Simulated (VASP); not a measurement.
Input of a VASP 6.6.1 run:

File INCAR:

```
PREC = Accurate
ENCUT = 520
EDIFF = 1E-6
ISMEAR = 0
SIGMA = 0.1
LREAL = Auto
LASPH = T
NELM = 80
ALGO = Normal
ISIF = 2
LWAVE = F
LCHARG = F
LDIPOL = T
IDIPOL = 3
DIPOL = 0.5 0.5 0.300
GGA = PE
NBANDS = 48
```

File KPOINTS:

```
regular mesh
0
Gamma
  5 3 1
```

File POSCAR:

```
Al9N
1.0
    5.7070863110      0.0000000000      0.0000000000
   -1.4267715777      9.7014842372      0.0000000000
    0.0000000000      0.0000000000     22.7903703877
Al N
18 2
Direct
    0.2662216041      0.0648864163      0.1755127245
    0.7662216041      0.0648864163      0.1755127245
    0.3354806058      0.3419224231      0.2192029851
    0.8354806058      0.3419224231      0.2192029851
    0.1493324061      0.5973296244      0.2279410371
    0.6493324061      0.5973296244      0.2279410371
    0.4631842064      0.8527368258      0.2366790893
    0.9631842064      0.8527368258      0.2366790893
    0.0319772075      0.1277109158      0.2808262501
    0.5319772075      0.1277109158      0.2808262501
    0.0997917578      0.4042231245      0.3301071117
    0.5997917578      0.4042231245      0.3301071117
    0.4144000538      0.6596656467      0.3369822073
    0.9144000538      0.6596656467      0.3369822073
    0.2263076930      0.9110819227      0.3449259125
    0.7263076930      0.9110819227      0.3449259125
    0.2962427187      0.1814071959      0.3857054641
    0.7962427187      0.1814071959      0.3857054641
    0.2134765532      0.9110819227      0.4629310629
    0.7391388328      0.9110819227      0.4629310629
```

Potentials or basis: VASP PAW PBE potentials, release 64 (Al, N).

Run with:

```bash
$ cat potpaw_PBE.64/Al/POTCAR potpaw_PBE.64/N/POTCAR > POTCAR
$ mpirun -np 1 vasp_std > vasp.out
```

**Question.** Predict the band gap on the k mesh.

**Answer.** Zero (bands 32 and 33 overlap by 0.46 eV).

**Question.** Predict the largest force.

**Answer.** 2.832 eV/Å.

Forces on the atoms (eV/Å):
```
Al   0.000  0.101  0.091
Al  -0.013  0.101  0.089
Al   0.005  0.065  0.103
Al  -0.002  0.071  0.096
Al  -0.006 -0.088 -0.035
Al  -0.009 -0.097 -0.032
Al  -0.008 -0.074 -0.089
Al  -0.004 -0.065 -0.077
Al   0.004 -0.089  0.054
Al   0.002 -0.085  0.053
Al   0.005 -0.004  0.030
Al   0.011 -0.008  0.020
Al  -0.018 -0.087  0.069
Al  -0.006 -0.096  0.083
Al  -0.025 -0.197  1.736
Al   0.059 -0.191  1.735
Al  -0.008 -0.351  0.589
Al   0.001 -0.351  0.586
N   -0.975  0.723 -2.547
N    0.988  0.721 -2.554
```
